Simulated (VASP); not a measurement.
A run of VASP 6.6.1:

File INCAR:

```
SYSTEM = HgPt
PREC = Accurate
ENCUT = 570
EDIFF = 1E-6
ISMEAR = 0
SIGMA = 0.15
LREAL = .False.
LASPH = .True.
NELM = 120
ALGO = Normal
ISIF = 2
LWAVE = .False.
LCHARG = .False.
GGA = PS
NBANDS = 26
GGA_COMPAT = .False.
```

The input KPOINTS:

```
Automatic mesh
0
Gamma
  16 16 12
  0 0 0
```

POSCAR

```
HgPt
1.0
    2.8818700000      0.0000000000      0.0000000000
    0.0000000000      2.8818700000      0.0000000000
    0.0000000000      0.0000000000      3.8823750000
Hg Pt
1 1
Direct
    0.0000000000      0.0000000000      0.0000000000
    0.5000000000      0.5000000000      0.5000000000
```

Potentials or basis: VASP PAW PBE potentials, release 64 (Hg_sv_GW, Pt_sv_GW).

Command:

```console
$ cat potpaw_PBE.64/Hg_sv_GW/POTCAR potpaw_PBE.64/Pt_sv_GW/POTCAR > POTCAR
$ mpirun -np 1 vasp_std > vasp.out
```

Hardware: 1 thread of Intel(R) Xeon(R) Platinum 8488C (Sapphire Rapids), with other jobs on the host.

Q: How long does it take, and how much memory?

A: Run time: 2 min on 1 thread of Intel(R) Xeon(R) Platinum 8488C (Sapphire Rapids) (shared host), peak memory 0.45 GiB. Counts: scf iterations 13, k points 315.
